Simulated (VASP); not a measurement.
# LiSi16 (a cell with a defect) in VASP: a series of runs, part 2 of 2

VASP 6.6.1. Earlier steps stand in the parts before.

### Step 5. Single point, PBE+D3(BJ)

File INCAR:

```
PREC = Accurate ; ENCUT = 520
EDIFF = 1E-7 ; ISMEAR = 0
SIGMA = 0.02 ; LREAL = Auto
LASPH = True ; NELM = 60
ALGO = Normal ; ISIF = 2
LWAVE = False ; LCHARG = False
GGA = PE ; IVDW = 12
NBANDS = 48 ; NELECT = 66.0
```

File KPOINTS:

```
Automatic mesh
0
Gamma
  2 2 2
```

File POSCAR:

```
LiSi16
1.0
    0.0000000000      5.4300000000      5.4300000000
    5.4300000000      0.0000000000      5.4300000000
    5.4300000000      5.4300000000      0.0000000000
Si Li
16 1
Direct
    0.0013321363     -0.0021310313      0.0004848066
    0.1236127993      0.1272627072      0.1226684162
   -0.0062111418      0.0025941989      0.5018980663
    0.1236176796      0.1272694291      0.6266263352
    0.0013233886      0.5011246777      0.0004563536
    0.1254922652      0.6253020258      0.1246799263
    0.0013281768      0.5011305709      0.4972491713
    0.1235993554      0.6233792818      0.6265921731
    0.5028401473      0.0026344383     -0.0072482505
    0.6274756906      0.1272813996      0.1227163904
    0.5028456722      0.0026412523      0.5019613260
    0.6256349908      0.1253876611      0.6245895028
    0.4980582873      0.5011376611      0.0004870166
    0.6274621547      0.6234021179      0.1226755985
    0.5028143646      0.4935436464      0.5019104972
    0.6274679558      0.6234081031      0.6266298343
    0.3756693370      0.8754087477      0.3745676796
```

Potentials or basis: VASP PAW PBE potentials, release 64 (Si, Li_sv).

The run is started by

```console
$ cat potpaw_PBE.64/Si/POTCAR potpaw_PBE.64/Li_sv/POTCAR > POTCAR
$ mpirun -np 1 vasp_std > vasp.out
```

OUTCAR:

```text
PREC = Accurate
   ENCUT = 520
   EDIFF = 1E-7
   ISMEAR = 0
   LREAL = Auto
   LASPH = True
   NELM = 60
   ISIF = 2
   GGA = PE
   IVDW = 12
   NELECT = 66.0
 IVDW          = 12

 ion  position               nearest neighbor table
   1  0.001  0.998  0.000-   6 2.34  10 2.34   2 2.34   4 2.34
   2  0.124  0.127  0.123-   1 2.34   5 2.34   9 2.38   3 2.38  17 2.74
   3  0.994  0.003  0.502-  12 2.31   8 2.38   2 2.38   4 2.38  17 2.39
   4  0.124  0.127  0.627-   1 2.34   7 2.34  11 2.38   3 2.38  17 2.74
   5  0.001  0.501  0.000-   6 2.34  14 2.34   2 2.34   8 2.34
   6  0.125  0.625  0.125-  13 2.34   1 2.34   7 2.34   5 2.34
   7  0.001  0.501  0.497-   6 2.34  16 2.34   4 2.34   8 2.34
   8  0.124  0.623  0.627-   7 2.34   5 2.34   3 2.38  15 2.38  17 2.74
   9  0.503  0.003  0.993-  12 2.31   2 2.38  14 2.38  10 2.38  17 2.39
  10  0.627  0.127  0.123-  13 2.34   1 2.34  11 2.38   9 2.38  17 2.73
  11  0.503  0.003  0.502-  12 2.31   4 2.38  16 2.38  10 2.38  17 2.39
  12  0.626  0.125  0.625-   3 2.31  15 2.31   9 2.31  11 2.31
  13  0.498  0.501  0.000-   6 2.34  10 2.34  14 2.34  16 2.34
  14  0.627  0.623  0.123-  13 2.34   5 2.34   9 2.38  15 2.38  17 2.74
  15  0.503  0.494  0.502-  12 2.31   8 2.38  14 2.38  16 2.38  17 2.39
  16  0.627  0.623  0.627-  13 2.34   7 2.34  11 2.38  15 2.38  17 2.74
  17  0.376  0.875  0.375-  11 2.39   9 2.39  15 2.39   3 2.39  10 2.73  16 2.74  14 2.74   4 2.74
[... 587 lines left out ...]
     44      10.3333      0.00000
     45      10.4008      0.00000
 [bands above 45 left out]

------------------------ aborting loop because EDIFF is reached ----------------------------------------

 Edisp (eV)   -5.45547

 E8    (eV) :    -2.2600

  FORCE on cell =-STRESS in cart. coord.  units (eV):
  Direction    XX          YY          ZZ          XY          YZ          ZX
  --------------------------------------------------------------------------------------
  -------------------------------------------------------------------------------------
  Total      -6.87818    -6.87775    -6.87963     0.00026     0.00074     0.00010
  in kB     -34.41557   -34.41339   -34.42282     0.00128     0.00368     0.00050
  external pressure =      -34.42 kB  Pullay stress =        0.00 kB

 VOLUME and BASIS-vectors are now :
 -----------------------------------------------------------------------------
  energy-cutoff  :      520.00
  volume of cell :      320.21
      direct lattice vectors                 reciprocal lattice vectors
     0.000000000  5.430000000  5.430000000    -0.092081031  0.092081031  0.092081031
     5.430000000  0.000000000  5.430000000     0.092081031 -0.092081031  0.092081031
     5.430000000  5.430000000  0.000000000     0.092081031  0.092081031 -0.092081031

 POSITION                                       TOTAL-FORCE (eV/Angst)
 -----------------------------------------------------------------------------------
      5.42106      0.00987      5.42566         0.000147     -0.000329      0.000770
      1.35713      1.33731      1.36225         0.000034      0.000463      0.000601
      2.73939      8.12158      5.41036         0.003291     -0.003656     -0.003554
      4.09365      4.07383      1.36232         0.000592      0.000278      0.000618
      2.72358      0.00966      2.72829        -0.000229     -0.000276     -0.000296
      4.07240      1.35843      4.07681         0.000193     -0.000642     -0.003026
[... 9 lines left out ...]
      6.78771      6.80975      6.79226        -0.000460      0.001139      0.000701
      6.78737      4.07379      6.79335        -0.000141     -0.000458     -0.000672
 -----------------------------------------------------------------------------------
    total drift:                               -0.001337     -0.002076     -0.008160

  FREE ENERGIE OF THE ION-ELECTRON SYSTEM (eV)
  ---------------------------------------------------
  free  energy   TOTEN  =       -98.9694813597 eV

  energy  without entropy=      -98.9694813597  energy(sigma->0) =      -98.96948136
```

OSZICAR:

```text
N       E                     dE             d eps       ncg     rms          rms(c)
DAV:   1     0.172861834949E+03    0.17286E+03   -0.25081E+04   768   0.116E+03
DAV:   2    -0.759014503978E+02   -0.24876E+03   -0.23219E+03   936   0.187E+02
DAV:   3    -0.939794170733E+02   -0.18078E+02   -0.17776E+02  1120   0.428E+01
DAV:   4    -0.950647030741E+02   -0.10853E+01   -0.10749E+01  1192   0.938E+00
DAV:   5    -0.951006088564E+02   -0.35906E-01   -0.35901E-01  1048   0.145E+00    0.142E+01
DAV:   6    -0.939943867453E+02    0.11062E+01   -0.94446E-01   896   0.322E+00    0.871E+00
DAV:   7    -0.934974005756E+02    0.49699E+00   -0.14430E+00   936   0.358E+00    0.112E+00
DAV:   8    -0.935078875128E+02   -0.10487E-01   -0.12360E-01   888   0.128E+00    0.481E-01
DAV:   9    -0.935121032057E+02   -0.42157E-02   -0.11118E-02   928   0.381E-01    0.232E-01
DAV:  10    -0.935133913539E+02   -0.12881E-02   -0.14410E-03   896   0.127E-01    0.116E-01
DAV:  11    -0.935139803645E+02   -0.58901E-03   -0.63862E-04   896   0.917E-02    0.247E-02
DAV:  12    -0.935140034890E+02   -0.23124E-04   -0.50353E-05  1032   0.250E-02    0.117E-02
DAV:  13    -0.935140097502E+02   -0.62613E-05   -0.12349E-05   952   0.129E-02    0.426E-03
DAV:  14    -0.935140100724E+02   -0.32215E-06   -0.47490E-07   984   0.243E-03    0.144E-03
DAV:  15    -0.935140106771E+02   -0.60468E-06   -0.28882E-07   728   0.207E-03    0.456E-04
DAV:  16    -0.935140104870E+02    0.19011E-06   -0.20707E-08   576   0.549E-04    0.292E-04
DAV:  17    -0.935140104387E+02    0.48240E-07   -0.47996E-09   576   0.303E-04
   1 F= -.98969481E+02 E0= -.98969481E+02  d E =-.324829E-40
```

stdout:

```text
POSCAR found type information on POSCAR SiLi
 POSCAR found :  2 types and      17 ions
 scaLAPACK will be used
 LDA part: xc-table for (Slater+PW92), standard interpolation
 POSCAR, INCAR and KPOINTS ok, starting setup
 FFT: planning ... GRIDC
 FFT: planning ... GRID_SOFT
 FFT: planning ... GRID
 WAVECAR not read
 entering main loop
 the old and the new charge density differ
 old charge density:    67.00000 new   66.00000
    0.142E+01
```

Run time: 2.3 min. Hardware: 1 thread of Intel Xeon 6975P-C (Granite Rapids), shared host; peak memory 0.48 GiB.

What came out:

| Quantity | Value |
| --- | --- |
| Free energy | -98.9695 eV |
| Largest force | 0.006 eV/Å |
| Dispersion energy per atom | -0.321 eV |

Forces in eV/Å, atoms in the order of the input:
```
Si   0.000  0.000  0.001
Si   0.000  0.000  0.001
Si   0.003 -0.004 -0.004
Si   0.001  0.000  0.001
Si   0.000  0.000  0.000
Si   0.000 -0.001 -0.003
Si   0.001  0.000  0.000
Si   0.000  0.000  0.001
Si  -0.003 -0.003  0.004
Si   0.000  0.000  0.003
Si   0.003  0.003  0.004
Si   0.000 -0.001 -0.005
Si   0.000  0.000  0.001
Si  -0.001  0.001  0.001
Si  -0.004  0.004 -0.004
Si   0.000  0.001  0.001
Li   0.000  0.000 -0.001
```

Caveat: the k points lie up to 0.50 Å⁻¹ apart; the cell carries a net charge on a neutralising background, which shifts energy and pressure; the cell is charged against a uniform background, so pressure and absolute levels hang on convention; the cutoff is under 1.25 times the usual one of these potentials, so pressure, stress and relaxed cells hold a basis-set (Pulay) error.
